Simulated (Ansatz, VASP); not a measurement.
# Si12O23 in VASP and in Ansatz

```xyz
35
Lattice="-2.4570 4.2556 5.4060 4.9140 0.0000 5.4060 4.9140 8.5113 0.0000" Properties=species:S:1:pos:R:3 pbc="T T T"
Si   -0.1236    4.3047    7.2239
Si    3.7503   10.5000    3.5861
Si    1.2569    2.4308    0.1696
Si    2.3154    8.4718    7.2333
Si    1.2224    6.2342    3.5986
Si    3.7748    6.5603   -0.0108
Si    4.9831    4.0436    7.0353
Si    3.7395    2.0257    3.6553
Si    3.7959    6.4445    5.3396
Si    7.1527    8.5128    7.2544
Si    6.2245    6.2761    3.5691
Si    1.2582    2.2889    5.4475
O     1.3657    1.2360    1.2904
O     0.8429    4.8466    8.4248
O     2.7153    2.5155    4.8003
O     5.1755   10.2235    4.3049
O     3.9249    2.9917    7.7248
O     7.6318    2.5282    4.8118
O     3.9136    5.3882    1.1090
O     3.2218    9.1017    8.4307
O     5.2045    6.8898    4.6692
O     2.7180    6.0276    4.2001
O     6.1624    7.3636    7.8274
O     8.1186    7.9160    6.0840
O     4.0506    5.1353    6.2629
O     0.8138    4.8188    2.8815
O     2.7352    6.1718    9.7643
O     3.7403    3.1313    2.4565
O     3.2899    7.7325    6.1771
O     6.2397    9.7186    6.6600
O     3.1656    9.0744    3.0651
O     2.7417   11.1539    4.6911
O     5.2082   10.2640    9.6642
O     6.3201    7.3409    2.3515
O     0.7840    3.7414    5.9995
```

Alike in both runs: functional PBE; k mesh 2 × 2 × 2; occupations gaussian, width 0.02 eV; no spin polarisation.

Ansatz relaxed the structure, and its values are those at the end. VASP's run is a single point on that final structure, the one shown.

|  | VASP | Ansatz |
| --- | --- | --- |
| version | VASP 6.6.1 | Ansatz 0.2.0 |
| potentials or method | VASP PAW PBE potentials, release 64 (Si, O), cutoff 520 eV | scalar-relativistic, plane waves, PAW |
| valence electrons in the cell | 186 | 186 |

Ansatz gave:

| Item | Value |
| --- | --- |
| rms of the force components (eV/Å) | 0.002 |

**Question.** Which values does VASP return?

**Answer.** rms of the force components (eV/Å): 0.009.

With one functional, cell and mesh, what is left measures potentials, basis and numerics.

The k mesh is coarse, so the values compare programs but aren't converged.
